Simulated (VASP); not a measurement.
Input of a VASP 6.6.1 run:

The input INCAR:

```
ALGO = Normal
EDIFF = 1E-6
ENCUT = 520
GGA = PS
ISIF = 2
ISMEAR = 1
LASPH = True
LCHARG = False
LREAL = False
LWAVE = False
NBANDS = 36
NELM = 60
PREC = Accurate
SIGMA = 0.05
```

File KPOINTS:

```
k-points
0
Gamma
  5 5 5
```

File POSCAR:

```
Pb
1.0
    4.9583763389      0.0000000000      0.0000000000
    0.0000000000      4.9583763389      0.0000000000
    0.0000000000      0.0000000000      4.9583763389
Pb
4
Direct
    0.0000000000      0.0000000000      0.0000000000
    0.0000000000      0.5000000000      0.5000000000
    0.5000000000      0.0000000000      0.5000000000
    0.5000000000      0.5000000000      0.0000000000
```

Potentials or basis: VASP PAW PBE potentials, release 64 (Pb_d).

Launch:

```sh
$ cat potpaw_PBE.64/Pb_d/POTCAR > POTCAR
$ mpirun -np 1 vasp_std > vasp.out
```

(1) Estimate the pressure.

(2) Estimate the band gap on the k mesh.

Results:

(1) -0.1 GPa.

(2) zero (band 28 reaches 9.08 eV, above the bottom of band 29 at 7.16 eV).

Caveat: the PAW data sets were made with another functional, which shifts forces and pressure a little; spin-orbit coupling is left out, which moves the levels of the heavy elements.
